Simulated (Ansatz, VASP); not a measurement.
# Hf: VASP beside Ansatz

File INCAR:

```
SYSTEM = Hf
PREC = Accurate
ENCUT = 520
EDIFF = 1E-7
ISMEAR = 0
SIGMA = 0.15
LREAL = .FALSE.
LASPH = .TRUE.
NELM = 80
ALGO = Normal
ISIF = 2
LWAVE = .FALSE.
LCHARG = .FALSE.
GGA = PE
NBANDS = 11
```

File KPOINTS:

```
regular mesh
0
G
  18 18 18
  0 0 0
```

File POSCAR:

```
Hf
1.0
    0.0000000000      2.0424000000      2.3976000000
    2.0424000000      0.0000000000      2.3976000000
    2.0424000000      2.0424000000      0.0000000000
Hf
1
Direct
    0.0000000000      0.0000000000      0.0000000000
```

Input for Ansatz:

```yaml
crystal:
  lattice:
    - [0.0, 2.0424, 2.3976]
    - [2.0424, 0.0, 2.3976]
    - [2.0424, 2.0424, 0.0]
  atoms:
    - { symbol: Hf, position: [0.0, 0.0, 0.0] }
basis:
  ecutwfc: 420
kpoints:
  mp_grid: { grid: [18, 18, 18] }
hamiltonian:
  xc: pbe
scf:
  occupations: { method: gaussian, width: 0.15 }
output:
  forces: true
  stress: true
  eigenvalues: true
```

Change from the starting cell: strain -0.080 along x and y, +0.080 along z, atoms carried along.

Alike in both runs: task single point; functional PBE; k mesh 18 × 18 × 18; occupations gaussian, width 0.15 eV; no spin polarisation.

|  | VASP | Ansatz |
| --- | --- | --- |
| version | VASP 6.6.1 | Ansatz 0.2.0 |
| potentials or method | VASP PAW PBE potentials, release 64 (Hf_pv), cutoff 520 eV | scalar-relativistic, plane waves, PAW |
| valence electrons in the cell | 10 | 26 |

VASP gave:

```
gap on the k mesh at the Fermi level (eV)                     : none
pressure (GPa)                                                : 14.0
traceless stress, the component that is largest in VASP (GPa) : -5.96
```

Q: Estimate Ansatz's values.

A: gap on the k mesh at the Fermi level (eV): none; pressure (GPa): 14.4; traceless stress, the component that is largest in VASP (GPa): -5.91.

A gap of «none» marks a metal or a gap that the smearing closes. VASP's potentials hold 10 valence electrons a cell and Ansatz's 26, so a difference there can come from the potentials and not from the codes.

Neither program's run includes spin-orbit coupling.
